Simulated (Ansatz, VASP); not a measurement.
**ZnS in VASP and in Ansatz**

```
Zn S
1.0
     0.00000    2.73756    2.73756
     2.73756    0.00000    2.73756
     2.73756    2.73756    0.00000
Zn S
1 1
Direct
  0.75000 0.75000 0.75000
  0.00000 0.00000 0.00000
```

Alike in both runs: task single point; functional BLYP; k mesh 9 × 9 × 9; occupations fermi-dirac, width 0.05 eV; no spin polarisation.

|  | VASP | Ansatz |
| --- | --- | --- |
| version | VASP 6.6.1 | Ansatz 0.2.0 |
| potentials or method | VASP PAW PBE potentials, release 64 (Zn, S) | Ansatz PAW |
| plane-wave cutoff (eV) | 520 | 420 |
| valence electrons in the cell | 18 | 18 |

```tsv
	VASP	Ansatz	Ansatz less VASP
gap on the k mesh at the Fermi level (eV)	1.94	1.91	-0.032
least direct gap on the mesh (eV)	1.94	1.91	-0.032
pressure (GPa)	2.5	2.4	-0.07
```

VASP's potentials were made for PBE, not for BLYP.

Noted on Ansatz's run: odd divisions of the mesh miss points on the zone boundary, where band edges often lie, so the gap on the mesh can be too wide.
